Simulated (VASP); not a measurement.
# SiW (CsCl type) (Pm-3m) in VASP: further runs

The runs below take SiW (CsCl type) through single point, with LDA, LDA+U.

Program: VASP 6.6.1. These are calculated values, not measurements. Logs are shortened: lines on timing, memory, paths and dates and some standing lists are left out, and cuts for length are marked.

## 1. The cell of the first run

The structure is cubic, space group Pm-3m (No. 221). Conventional cell: a = 3.013 Å, b = 3.013 Å, c = 3.013 Å, α = 90.00°, β = 90.00°, γ = 90.00°. Within 3.4 Å of W (site symmetry m-3m) lie 8 Si at 2.61 Å and 6 W at 3.01 Å. Within 3.4 Å of Si (site symmetry m-3m) lie 8 W at 2.61 Å and 6 Si at 3.01 Å.

## 2. Single point, LDA

The input, INCAR:

```
SYSTEM = SiW
PREC = Accurate ; ENCUT = 520
EDIFF = 1E-6 ; ISMEAR = -1
SIGMA = 0.05 ; LREAL = .False.
LASPH = .True. ; NELM = 80
ALGO = Normal ; ISIF = 2
LWAVE = .False. ; LCHARG = .False.
NBANDS = 16
```

The input, KPOINTS:

```
Automatic mesh
0
Gamma
  13 13 13
  0 0 0
```

The input, POSCAR:

```
SiW
1.0
    3.0130646200      0.0000000000      0.0000000000
    0.0000000000      3.0130646200      0.0000000000
    0.0000000000      0.0000000000      3.0130646200
W Si
1 1
Direct
    0.0000000000      0.0000000000      0.0000000000
    0.5000000000      0.5000000000      0.5000000000
```

Potentials or basis: VASP PAW LDA potentials, release 64 (W_sv, Si).

Command:

```sh
cat potpaw_LDA.64/W_sv/POTCAR potpaw_LDA.64/Si/POTCAR > POTCAR
mpirun -np 1 vasp_std > vasp.out
```

OUTCAR:

```text
SYSTEM = SiW
   PREC = Accurate
   ENCUT = 520
   EDIFF = 1E-6
   ISMEAR = -1
   LREAL = .False.
   LASPH = .True.
   NELM = 80
   ISIF = 2

 ion  position               nearest neighbor table
   1  0.000  0.000  0.000-   2 2.61   2 2.61   2 2.61   2 2.61   2 2.61   2 2.61   2 2.61   2 2.61

   2  0.500  0.500  0.500-   1 2.61   1 2.61   1 2.61   1 2.61   1 2.61   1 2.61   1 2.61   1 2.61

  LATTYP: Found a simple cubic cell.
 ALAT       =     3.0130646200

  Lattice vectors:

 A1 = (   3.0130646200,   0.0000000000,   0.0000000000)
 A2 = (   0.0000000000,   3.0130646200,   0.0000000000)
 A3 = (   0.0000000000,   0.0000000000,   3.0130646200)

Analysis of symmetry for initial positions (statically):
=====================================================================
 Subroutine PRICEL returns:
 Original cell was already a primitive cell.

 Routine SETGRP: Setting up the symmetry group for a
 simple cubic supercell.

 Subroutine GETGRP returns: Found 48 space group operations
 (whereof 48 operations were pure point group operations)
 out of a pool of 48 trial point group operations.

The static configuration has the point symmetry O_h .

Analysis of symmetry for dynamics (positions and initial velocities):
=====================================================================
 Subroutine PRICEL returns:
 Original cell was already a primitive cell.

 Routine SETGRP: Setting up the symmetry group for a
 simple cubic supercell.

 Subroutine GETGRP returns: Found 48 space group operations
 (whereof 48 operations were pure point group operations)
 out of a pool of 48 trial point group operations.

The dynamic configuration has the point symmetry O_h .

 Subroutine INISYM returns: Found 48 space group operations
 (whereof 48 operations are pure point group operations),
 and found     1 'primitive' translations

----------------------------------------------------------------------------------------

                                     Primitive cell

  volume of cell :      27.3543

  direct lattice vectors                    reciprocal lattice vectors
     3.013064620  0.000000000  0.000000000     0.331888003  0.000000000  0.000000000
     0.000000000  3.013064620  0.000000000     0.000000000  0.331888003  0.000000000
     0.000000000  0.000000000  3.013064620     0.000000000  0.000000000  0.331888003

  length of vectors
     3.013064620  3.013064620  3.013064620     0.331888003  0.331888003  0.331888003

  position of ions in fractional coordinates (direct lattice)
     0.000000000  0.000000000  0.000000000
     0.500000000  0.500000000  0.500000000

  ion indices of the primitive-cell ions
   primitive index   ion index
                 1           1
                 2           2

----------------------------------------------------------------------------------------

 KPOINTS: Automatic mesh

Automatic generation of k-mesh.
 Grid dimensions read from file:
 generate k-points for:   13   13   13

 Generating k-lattice:

  Cartesian coordinates                     Fractional coordinates (reciprocal lattice)
     0.025529846  0.000000000  0.000000000     0.076923077  0.000000000  0.000000000
     0.000000000  0.025529846  0.000000000     0.000000000  0.076923077  0.000000000
     0.000000000  0.000000000  0.025529846     0.000000000  0.000000000  0.076923077

  Length of vectors
     0.025529846  0.025529846  0.025529846

  Shift w.r.t. Gamma in fractional coordinates (k-lattice)
     0.000000000  0.000000000  0.000000000

 Subroutine IBZKPT returns following result:
 ===========================================

 Found     84 irreducible k-points:

 Following reciprocal coordinates:
            Coordinates               Weight
  0.000000  0.000000  0.000000      1.000000
  0.076923  0.000000  0.000000      6.000000
  0.153846  0.000000  0.000000      6.000000
  0.230769  0.000000  0.000000      6.000000
  0.307692  0.000000  0.000000      6.000000
  0.384615  0.000000  0.000000      6.000000
[... 16 lines left out ...]
  0.307692  0.307692  0.000000     12.000000
  0.384615  0.307692  0.000000     24.000000
 [... further k-points ...]
   k-points           NKPTS =     84   k-points in BZ     NKDIM =     84   number of bands    NBANDS=     16
   number of dos      NEDOS =    301   number of ions     NIONS =      2
   total plane-waves  NPLWV =  13824
   dimension x,y,z NGX =    24 NGY =   24 NGZ =   24
   dimension x,y,z NGXF=    48 NGYF=   48 NGZF=   48
   ions per type =               1   1
   NGX,Y,Z   is equivalent  to a cutoff of  13.24, 13.24, 13.24 a.u.
   NGXF,Y,Z  is equivalent  to a cutoff of  26.48, 26.48, 26.48 a.u.
 SYSTEM =  SiW
   PREC   = accura    normal or accurate (medium, high low for compatibility)
   ISTART =      0    job   : 0-new  1-cont  2-samecut
   ICHARG =      2    charge: 1-file 2-atom 10-const
   ISPIN  =      1    spin polarized calculation?
   LNONCOLLINEAR =      F non collinear calculations
   LSORBIT =      F    spin-orbit coupling
   LASPH  =      T    aspherical Exc in radial PAW
   ENCUT  =  520.0 eV  38.22 Ry    6.18 a.u.   5.60  5.60  5.60*2*pi/ulx,y,z
   NELM   =     80;   NELMIN=  2; NELMDL= -5     # of ELM steps
   EDIFF  = 0.1E-05   stopping-criterion for ELM
   LREAL  =      F    real-space projection
   EDIFFG = 0.1E-04   stopping-criterion for IOM
   NSW    =      0    number of steps for IOM
   IBRION =     -1    ionic relax: 0-MD 1-quasi-New 2-CG
   NFREE  =      0    steps in history (QN), initial steepest desc. (CG)
   ISIF   =      2    stress and relaxation
   ISYM   =      2    0-nonsym 1-usesym 2-fastsym
   POTIM  = 0.5000    time-step for ionic-motion
   TEBEG  =    0.0;   TEEND  =   0.0 temperature during run
   PSTRESS=    0.0 pullay stress
   NELECT =      18.0000    total number of electrons
   NUPDOWN=      -1.0000    fix difference up-down
   EMIN   =  10.00;   EMAX   =-10.00  energy-range for DOS
   EFERMI =   0.00;   METHOD = LEGACY
   ISMEAR =    -1;   SIGMA  =   0.05  broadening in eV -4-tet -1-fermi 0-gaus
   EFERMI_NEDOS =   21; number of points for ismear=-14 and -15
   IALGO  =     38    algorithm
   IMIX   =      4    mixing-type and parameters
     AMIX     =   0.40;   BMIX     =  1.00
     AMIX_MAG =   1.60;   BMIX_MAG =  1.00
  volume/ion in A,a.u.               =      13.68        92.30
  Fermi-wavevector in a.u.,A,eV,Ry     =   1.423936  2.690849 27.587098  2.027595
  Thomas-Fermi vector in A             =   2.544481
   LORBIT       =      0    0 simple, 1 ext, 2 COOP (PROOUT), +10 PAW based schemes
   GGA     = CA    functional components
   LHFCALC =     F    Hartree Fock is set to
   AEXX    =    0.0000 exact exchange contribution
   IVDW    =     0    specifies the selected vdW correction
   LEPSILON=     F    determine dielectric tensor
   LRPA    =     F    only Hartree local field effects (RPA)
 non-spin polarized calculation
  energy-cutoff  :      520.00
  volume of cell :       27.35
 maximum number of plane-waves:       747
 NGX is ok and might be reduce to    24
   NGX = 11   NGY = 11   NGZ = 11

 number of electron      17.9999996 magnetization

 Free energy of the ion-electron system (eV)
  ---------------------------------------------------
  ext. energy  EPLUGINS =         0.00000000
  ---------------------------------------------------
  free energy    TOTEN  =       -19.98130553 eV

  energy without entropy =      -19.96340335  energy(sigma->0) =      -19.97235444

 E-fermi :  11.7567     XC(G=0): -13.1302

 val. band max:       11.7295717899   @ k =   0.4615   0.3077   0.3077
 cond. band min:      11.7738083060   @ k =   0.1538   0.1538   0.0000
 fundamental gap:      0.0442365160
 Fermi energy:        11.7567266096

 k-point     1 :       0.0000    0.0000    0.0000
  band No.  band energies     occupation
      1     -61.3446      2.00000
      2     -25.7222      2.00000
      3     -25.7222      2.00000
      4     -25.7222      2.00000
      5      -1.0584      2.00000
      6       7.8780      2.00000
[... 8 lines left out ...]
     15      22.6650      0.00000
     16      22.6650      0.00000

 k-point     2 :       0.0769    0.0000    0.0000
  band No.  band energies     occupation
      1     -61.3435      2.00000
      2     -25.7468      2.00000
      3     -25.7200      2.00000
      4     -25.7200      2.00000
      5      -0.9356      2.00000
      6       7.8695      2.00000
[... 8 lines left out ...]
     15      22.1536      0.00000
     16      23.0042      0.00000

 k-point     3 :       0.1538    0.0000    0.0000
  band No.  band energies     occupation
      1     -61.3405      2.00000
      2     -25.8144      2.00000
      3     -25.7140      2.00000
      4     -25.7140      2.00000
      5      -0.5748      2.00000
      6       7.7352      2.00000
[... 8 lines left out ...]
     15      22.0458      0.00000
     16      24.3028      0.00000

 k-point     4 :       0.2308    0.0000    0.0000
  band No.  band energies     occupation
      1     -61.3362      2.00000
      2     -25.9085      2.00000
      3     -25.7055      2.00000
      4     -25.7055      2.00000
      5       0.0040      2.00000
      6       7.2386      2.00000
[... 8 lines left out ...]
     15      22.2452      0.00000
     16      26.2202      0.00000
[... 324 lines left out ...]
 k-point    22 :       0.4615    0.2308    0.0000
  band No.  band energies     occupation
      1     -61.3177      2.00000
      2     -26.1060      2.00000
      3     -25.8609      2.00000
      4     -25.6684      2.00000
      5       2.9069      2.00000
      6       4.9645      2.00000
[... 8 lines left out ...]
     15      20.1808      0.00000
     16      24.4127      0.00000

 k-point    23 :       0.3077    0.3077    0.0000
  band No.  band energies     occupation
      1     -61.3191      2.00000
      2     -25.9765      2.00000
      3     -25.9650      2.00000
      4     -25.6711      2.00000
      5       2.0746      2.00000
      6       6.3919      2.00000
[... 8 lines left out ...]
     15      22.3674      0.00000
     16      24.7994      0.00000

 k-point    24 :       0.3846    0.3077    0.0000
  band No.  band energies     occupation
      1     -61.3154      2.00000
      2     -26.0485      2.00000
      3     -25.9600      2.00000
      4     -25.6637      2.00000
      5       2.5702      2.00000
      6       6.0158      2.00000
[... 8 lines left out ...]
     15      21.8674      0.00000
     16      25.6416      0.00000

 [... further k-points ...]

------------------------ aborting loop because EDIFF is reached ----------------------------------------

  FORCE on cell =-STRESS in cart. coord.  units (eV):
  Direction    XX          YY          ZZ          XY          YZ          ZX
  --------------------------------------------------------------------------------------
  -------------------------------------------------------------------------------------
  Total        0.1860722      0.1860722      0.1860722      0.0000000      0.0000000      0.0000000
  in kB       10.8985010     10.8985010     10.8985010      0.0000000      0.0000000      0.0000000
  external PRESSURE =      10.8985010 kB  Pullay stress =       0.0000000 kB

 VOLUME and BASIS-vectors are now :
 -----------------------------------------------------------------------------
  energy-cutoff  :      520.00
  volume of cell :       27.35
      direct lattice vectors                 reciprocal lattice vectors
     3.013064620  0.000000000  0.000000000     0.331888003  0.000000000  0.000000000
     0.000000000  3.013064620  0.000000000     0.000000000  0.331888003  0.000000000
     0.000000000  0.000000000  3.013064620     0.000000000  0.000000000  0.331888003

 POSITION                                       TOTAL-FORCE (eV/Angst)
 -----------------------------------------------------------------------------------
      0.00000      0.00000      0.00000         0.000000      0.000000      0.000000
      1.50653      1.50653      1.50653         0.000000      0.000000      0.000000
 -----------------------------------------------------------------------------------
    total drift:                                0.000000      0.000000      0.000000

  FREE ENERGIE OF THE ION-ELECTRON SYSTEM (eV)
  ---------------------------------------------------
  free  energy   TOTEN  =       -19.9813055265 eV

  energy  without entropy=      -19.9634033519  energy(sigma->0) =      -19.97235444
```

Wall time 42 s (1 thread of AMD EPYC 7R13, shared host); peak memory 0.12 GiB.

Results:

```
Free energy            : -19.9813 eV
Pressure               : 1.1 GPa
Band gap on the k mesh : zero (bands 9 and 10 overlap by 3.57 eV)
```

Caveat: spin-orbit coupling is left out, which moves the levels of the heavy elements.

## 3. Single point, LDA+U

This run uses another cell than the first one, of 8.89 Å³/atom.

The input, INCAR:

```
SYSTEM = SiW
ALGO = Normal
EDIFF = 1E-6
ENCUT = 520
GGA = CA
ISIF = 2
ISMEAR = 1
LASPH = .TRUE.
LCHARG = .FALSE.
LDAU = .TRUE.
LDAUJ = 0 0
LDAUL = 2 -1
LDAUPRINT = 1
LDAUTYPE = 2
LDAUU = 5 0
LMAXMIX = 4
LREAL = .FALSE.
LWAVE = .FALSE.
NBANDS = 16
NELM = 150
PREC = Accurate
SIGMA = 0.01
```

The input, KPOINTS:

```
k-points
0
G
  13 13 13
  0 0 0
```

The input, POSCAR:

```
SiW
1.0
    2.6100344007      0.0000000000      0.0000000000
    0.0000000000      2.6100344007      0.0000000000
    0.0000000000      0.0000000000      2.6100344007
W Si
1 1
Direct
    0.0000000000      0.0000000000      0.0000000000
    0.5000000000      0.5000000000      0.5000000000
```

Potentials or basis: VASP PAW LDA potentials, release 64 (W_sv, Si).

Command:

```sh
cat potpaw_LDA.64/W_sv/POTCAR potpaw_LDA.64/Si/POTCAR > POTCAR
mpirun -np 1 vasp_std > vasp.out
```

Wall time 30 s (1 thread of AMD EPYC 7R13, shared host); peak memory 0.11 GiB.

The run converged. Its results:

| Quantity | Value |
| --- | --- |
| Free energy | -8.0507 eV |
| Pressure | 275.6 GPa |
| Band gap on the k mesh | zero (bands 9 and 10 overlap by 6.69 eV) |

Levels at points of the mesh, in eV from the Fermi level:
| k point | band 6 | band 7 | band 8 | band 9 | band 10 | band 11 | band 12 | band 13 |
| --- | --- | --- | --- | --- | --- | --- | --- | --- |
| (0.00, 0.00, 0.00) | -7.01 | -7.01 | 3.02 | 3.02 | 3.02 | 4.56 | 4.56 | 4.56 |

Eigenvalues of the final occupation matrices:
| site | spin | trace | eigenvalues |
| --- | --- | --- | --- |
| site 1 d | 1 | 2.37 | 0.46 0.46 0.49 0.49 0.49 |
| site 1 d | 2 | 2.37 | 0.46 0.46 0.49 0.49 0.49 |

Caveat: the cell stands under pressure; spin-orbit coupling is left out, which moves the levels of the heavy elements; U without spin polarisation on a metal has little footing; the U is typed as a test and isn't derived for this compound.
